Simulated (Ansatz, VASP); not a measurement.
**Two plane-wave programs on InP**

POSCAR

```
InP
1.0
    5.8610000000      0.0000000000      0.0000000000
    0.0000000000     -5.8610000000      0.0000000000
    0.0000000000      0.0000000000     -5.8610000000
In P
4 4
Direct
    0.0000000000      0.5000000000      0.5000000000
    0.5000000000      0.0000000000      0.5000000000
    0.5000000000      0.5000000000      0.0000000000
    0.0000000000      0.0000000000      0.0000000000
    0.7500000000      0.7500000000      0.7500000000
    0.2500000000      0.2500000000      0.7500000000
    0.2500000000      0.7500000000      0.2500000000
    0.7500000000      0.2500000000      0.2500000000
```

The input INCAR.step1:

```
SYSTEM = InP
ALGO     = Normal         ! electronic algorithm
EDIFF    = 1E-4           ! SCF threshold, eV
ENCUT    = 520            ! plane-wave cutoff, eV
GGA      = PE             ! functional
ISMEAR   = 0              ! smearing method
LASPH    = .True.         ! aspherical terms in the spheres
LCHARG   = .False.        ! write CHGCAR
LREAL    = .False.        ! projectors in reciprocal space
LWAVE    = .True.         ! write WAVECAR
NBANDS   = 46             ! bands
NELM     = 100            ! most SCF steps
PREC     = Accurate       ! precision mode
SIGMA    = 0.05           ! smearing width, eV
```

File INCAR.step2:

```
SYSTEM = InP
ALGO     = Normal         ! electronic algorithm
EDIFF    = 1E-6           ! SCF threshold, eV
ENCUT    = 520            ! plane-wave cutoff, eV
ISIF     = 2              ! what is computed and relaxed
ISMEAR   = 0              ! smearing method
ISTART   = 1            
LASPH    = .True.         ! aspherical terms in the spheres
LCHARG   = .True.         ! write CHGCAR
LELF     = .True.         ! ELF
LMIXTAU  = .True.       
LREAL    = .False.        ! projectors in reciprocal space
LVHAR    = .True.       
LWAVE    = .False.        ! write WAVECAR
METAGGA  = R2SCAN         ! meta-GGA
NBANDS   = 46             ! bands
NELM     = 100            ! most SCF steps
PREC     = Accurate       ! precision mode
SIGMA    = 0.05           ! smearing width, eV
```

Contents of KPOINTS:

```
k-points
0
Gamma
  6 6 6
  0 0 0
```

Input for Ansatz:

```yaml
crystal:
  lattice:
    - [5.861, 0.0, 0.0]
    - [0.0, -5.861, 0.0]
    - [0.0, 0.0, -5.861]
  atoms:
    - { symbol: In, position: [0.0, 0.5, 0.5] }
    - { symbol: In, position: [0.5, 0.0, 0.5] }
    - { symbol: In, position: [0.5, 0.5, 0.0] }
    - { symbol: In, position: [0.0, 0.0, 0.0] }
    - { symbol: P, position: [0.75, 0.75, 0.75] }
    - { symbol: P, position: [0.25, 0.25, 0.75] }
    - { symbol: P, position: [0.25, 0.75, 0.25] }
    - { symbol: P, position: [0.75, 0.25, 0.25] }
basis:
  ecutwfc: 500
kpoints:
  mp_grid: { grid: [6, 6, 6] }
hamiltonian:
  xc: r2scan
scf:
  occupations: { method: gaussian, width: 0.05 }
output:
  forces: true
  stress: true
  eigenvalues: true
  write_density: true
  write_potential: true
  elf: true
  volumetric_format: npy
```

Alike in both runs: task single point; functional r2SCAN; k mesh 6 × 6 × 6; occupations gaussian, width 0.05 eV; no spin polarisation.

```csv
,VASP,Ansatz
version,VASP 6.6.1,Ansatz 0.2.0
potentials or method,"VASP PAW PBE potentials, release 64 (In_d, P), cutoff 520 eV","scalar-relativistic, plane waves, PAW"
valence electrons in the cell,72,72
```

```csv
,VASP,Ansatz,Ansatz less VASP
gap on the k mesh at the Fermi level (eV),1.17,1.17,-0.005
least direct gap on the mesh (eV),1.17,1.17,-0.005
pressure (GPa),1.5,1.7,+0.14
```

VASP's potentials were made for PBE, not for r2SCAN.
